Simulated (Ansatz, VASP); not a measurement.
**TiC: VASP beside Ansatz**

```
CELL_PARAMETERS angstrom
0.00000 2.22621 2.22621
2.22621 0.00000 2.22621
2.22621 2.22621 0.00000
ATOMIC_POSITIONS crystal
Ti 0.00000 0.00000 0.00000
C 0.50000 0.50000 0.50000
```

Alike in both runs: task single point; functional PBEsol; k mesh 16 × 16 × 16; occupations gaussian, width 0.1 eV; no spin polarisation.

|  | VASP | Ansatz |
| --- | --- | --- |
| version | VASP 6.6.1 | Ansatz 0.2.0 |
| potentials or method | VASP PAW PBE potentials, release 64 (Ti_sv, C), cutoff 520 eV | scalar-relativistic, plane waves, PAW |
| valence electrons in the cell | 16 | 16 |

Ansatz gave:

```
gap on the k mesh at the Fermi level (eV) : none
pressure (GPa)                            : -23.4
```

Task: What did VASP give for the same quantities?

Result: gap on the k mesh at the Fermi level (eV): none; pressure (GPa): -23.2.

VASP's potentials were made for PBE, not for PBEsol. A gap of «none» marks a metal or a gap that the smearing closes. With one functional, cell and mesh, what is left measures potentials, basis and numerics.
